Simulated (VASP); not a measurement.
Wanted: the native input for a VASP 6.6.1 run.

```yaml
Task: single point
Functional: HSE06
Potentials_or_basis: VASP PAW PBE potentials, release 64 (Ga_d, N)
Cutoff: 520 eV
k_mesh: 6 × 6 × 6
Occupations: gaussian, width 0.01 eV
Spin: no spin polarisation
Dipole_correction: no
Grid_for_exact_exchange_PRECFOCK: Normal
Further_INCAR_settings: ALGO = Normal; EDIFF = 1e-06; NBANDS = 16
Share_of_exact_exchange: 0.25
Screening_parameter: 0.2079 1/Å
```

GaN:

```xyz
2
Lattice="0.0000 2.2490 2.2490 2.2490 0.0000 2.2490 2.2490 2.2490 0.0000" Properties=species:S:1:pos:R:3 pbc="T T T"
Ga    0.0000    0.0000    0.0000
N     1.1245    1.1245    1.1245
```

The input as run:

POSCAR

```
GaN
1.0
    0.0000000000      2.2489525436      2.2489525436
    2.2489525436      0.0000000000      2.2489525436
    2.2489525436      2.2489525436      0.0000000000
Ga N
1 1
Direct
    0.0000000000      0.0000000000      0.0000000000
    0.2500000000      0.2500000000      0.2500000000
```

INCAR.step1

```
PREC = Accurate
ENCUT = 520
EDIFF = 1E-5
ISMEAR = 0
SIGMA = 0.01
LREAL = F
LASPH = T
NELM = 60
ALGO = Normal
ISIF = 2
LWAVE = T
LCHARG = F
GGA = PE
NBANDS = 16
```

INCAR.step2

```
PREC = Accurate
ENCUT = 520
EDIFF = 1E-6
ISMEAR = 0
SIGMA = 0.01
LREAL = F
LASPH = T
NELM = 60
ALGO = Normal
ISIF = 2
LWAVE = F
LCHARG = F
GGA = PE
LHFCALC = T
HFSCREEN = 0.2079
PRECFOCK = Normal
ISTART = 1
NBANDS = 16
```

KPOINTS

```
Automatic mesh
0
Gamma
  6 6 6
```

Potentials or basis: VASP PAW PBE potentials, release 64 (Ga_d, N).

Launch:

```sh
$ cat potpaw_PBE.64/Ga_d/POTCAR potpaw_PBE.64/N/POTCAR > POTCAR
$ cp INCAR.step1 INCAR
$ mpirun -np 1 vasp_std > vasp.out
$ cp INCAR.step2 INCAR
$ mpirun -np 1 vasp_std > vasp.out
```

It gave:

| Quantity | Value |
| --- | --- |
| Pressure | -0.1 GPa |
| Band gap on the k mesh | 3.02 eV |

Caveat: the structure was generated, so it needn't be the stable form of GaN; the PAW data sets were made with another functional, which shifts forces and pressure a little.

It took 23 min on 1 thread of Intel(R) Xeon(R) Platinum 8259CL CPU @ 2.50GHz (Skylake/Cascade Lake), on a shared host, peak memory 0.25 GiB.
